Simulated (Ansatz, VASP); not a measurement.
## One calculation of Si2As, two programs

```
CELL_PARAMETERS angstrom
0.00000 2.92818 2.92818
2.92818 0.00000 2.92818
2.92818 2.92818 0.00000
ATOMIC_POSITIONS crystal
Si 0.75000 0.75000 0.75000
Si 0.50000 0.50000 0.50000
As 0.00000 0.00000 0.00000
```

Change from the starting cell: species swapped into the Cu2Se type (F-43m, No. 216).

Alike in both runs: task relaxation of cell and atoms; functional PBE; k mesh 6 × 6 × 6; occupations gaussian, width 0.2 eV; no spin polarisation.

```csv
,VASP,Ansatz
version,VASP 6.6.1,Ansatz 0.2.0
potentials or method,"VASP PAW PBE potentials, release 64 (Si, As), cutoff 500 eV","scalar-relativistic, plane waves, PAW"
valence electrons in the cell,13,23
```

VASP gave:

* gap on the k mesh at the Fermi level, each at its own relaxed structure (eV): none
* relaxed volume (Å³/atom): 18.50
* relaxed cell length with the largest relative difference (Å): 4.282

Which values does Ansatz return?

gap on the k mesh at the Fermi level, each at its own relaxed structure (eV): none; relaxed volume (Å³/atom): 18.42; relaxed cell length with the largest relative difference (Å): 4.275.

A gap of «none» marks a metal or a gap that the smearing closes. VASP's potentials hold 13 valence electrons a cell and Ansatz's 23, so a difference there can come from the potentials and not from the codes.
